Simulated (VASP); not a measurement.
Set up this calculation in VASP 6.6.1, as the native input.

| Quantity | Value |
| --- | --- |
| Task | single point |
| Functional | PBEsol |
| Potentials or basis | VASP PAW PBE potentials, release 64 (C) |
| Cutoff | 520 eV |
| k mesh | 14 × 14 × 14 |
| Occupations | methfessel-paxton, width 0.05 eV |
| Spin | no spin polarisation |
| Dipole correction | no |
| Further INCAR settings | ALGO = Normal; EDIFF = 1e-07; NBANDS = 11 |

The structure of C lies in POSCAR:

```
C
1.0
    1.2280287100      0.7090027100      3.3470114500
   -1.2280287100      0.7090027100      3.3470114500
    0.0000000000     -1.4180054100      3.3470114500
C
2
Direct
    0.8360000000      0.8360000000      0.8360000000
    0.1640000000      0.1640000000      0.1640000000
```

These files were run (other wordings do the same):

INCAR

```
ALGO = Normal
EDIFF = 1E-7
ENCUT = 520
GGA = PS
ISIF = 2
ISMEAR = 1
LASPH = T
LCHARG = T
LELF = T
LREAL = F
LVHAR = T
LWAVE = F
NBANDS = 11
NELM = 80
PREC = Accurate
SIGMA = 0.05
```

KPOINTS

```
k-points
0
Gamma
  14 14 14
```

Potentials or basis: VASP PAW PBE potentials, release 64 (C).

Run with:

```sh
$ cat potpaw_PBE.64/C/POTCAR > POTCAR
$ mpirun -np 1 vasp_std > vasp.out
```

It gave:

```json
{
  "Pressure": "1.8 GPa",
  "Largest force": "0.871 eV/Å",
  "Band gap on the k mesh": "0.55 eV, direct"
}
```

Caveat: the PAW data sets were made with another functional, which shifts forces and pressure a little.

It took 84 s on 1 thread of Intel Xeon 6975P-C (shared host), peak memory 0.18 GiB.
